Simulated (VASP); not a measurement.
Crystal: Rh.

```
Rh
1.0
     2.69174    0.00000    0.00000
    -1.34587    2.33112    0.00000
     0.00000    0.00000    8.79807
Rh
4
Direct
  0.00000 0.00000 0.00000
  0.33333 0.66667 0.25000
  0.00000 0.00000 0.50000
  0.66667 0.33333 0.75000
```

This isn't the form of Rh at room conditions, which is fcc.

* Program: VASP 6.6.1
* Task: relaxation of cell and atoms
* Functional: PBEsol
* Dispersion: D3(BJ)
* Potentials or basis: VASP PAW PBE potentials, release 64 (Rh_pv)
* Cutoff: 600 eV
* k mesh: 11 × 11 × 3
* Occupations: methfessel-paxton, width 0.1 eV
* Spin: no spin polarisation

At the start: pressure -13.0 GPa; volume 13.80 Å³/atom.

**Question.** Where does the relaxation end?

**Answer.** Over 7 steps the energy falls by 26.2 meV/atom and the volume is 13.18 Å³/atom (-4.5 %); space group P6_3/mmc (No. 194, to 0.1 Å) before and after.

The path:
```tsv
step	energy change (eV)	largest force (eV/Å)	pressure (GPa)	volume (Å³)
1	0.0000	0.0000	-12.98	55.21
2	0.7688	0.0000	52.49	46.74
3	-0.1041	0.0000	-0.64	52.86
4	-0.1044	0.0000	-0.13	52.77
5	-0.1043	0.0000	0.17	52.72
6	-0.1046	0.0000	0.16	52.73
7	-0.1046	0.0000	0.17	52.73
```

Final structure:
```cif
data_structure
_symmetry_space_group_name_H-M 'P 1'
_symmetry_Int_Tables_number 1
_cell_length_a 2.6549
_cell_length_b 2.6549
_cell_length_c 8.6377
_cell_angle_alpha 90.000
_cell_angle_beta 90.000
_cell_angle_gamma 120.000
_cell_volume 52.73
loop_
_atom_site_label
_atom_site_type_symbol
_atom_site_fract_x
_atom_site_fract_y
_atom_site_fract_z
_atom_site_occupancy
Rh1 Rh 0.00000 0.00000 0.00000 1
Rh2 Rh 0.33333 0.66667 0.25000 1
Rh3 Rh 0.00000 0.00000 0.50000 1
Rh4 Rh 0.66667 0.33333 0.75000 1
```

Caveat: the PAW data sets were made with another functional, which shifts forces and pressure a little.
